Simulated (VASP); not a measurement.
The system is Mo.

```xyz
1
Lattice="-1.6149 1.6149 1.6149 1.6149 -1.6149 1.6149 1.6149 1.6149 -1.6149" Properties=species:S:1:pos:R:3 pbc="T T T"
Mo    0.0000    0.0000    0.0000
```

Base run:

| Item | Value |
| --- | --- |
| Program | VASP 6.6.1 |
| Functional | PBE |
| Potentials or basis | VASP PAW PBE potentials, release 64 (Mo_sv) |
| Cutoff | 520 eV |
| k mesh | 12 × 12 × 12 |
| Occupations | fermi-dirac, width 0.05 eV |
| Spin | no spin polarisation |

Its results: band gap on the k mesh zero (band 7 reaches 15.00 eV, above the bottom of band 8 at 10.20 eV); pressure -14.5 GPa.

Problem. After a change of settings the same cell gave: band gap on the k mesh zero (band 7 reaches 15.06 eV, above the bottom of band 8 at 10.27 eV); pressure -20.6 GPa. Which change was it?
A. functional from PBE to LDA; potentials or basis from VASP PAW PBE potentials, release 64 (Mo_sv) to VASP PAW LDA potentials, release 64 (Mo_sv)
B. functional from PBE to RPBE; dispersion from none to D4
C. further incar settings from ALGO = Normal; EDIFF = 1e-07; NBANDS = 13 to ALGO = Normal; EDIFF = 1e-06; NBANDS = 13
D. functional from PBE to PBEsol; further incar settings from ALGO = Normal; EDIFF = 1e-07; NBANDS = 13 to ALGO = Normal; EDIFF = 1e-06; NBANDS = 13

Solution. B.

Caveats: the PAW data sets were made with another functional, which shifts forces and pressure a little (some runs); pairwise dispersion overbinds metals, which lowers pressure and volume (some runs).
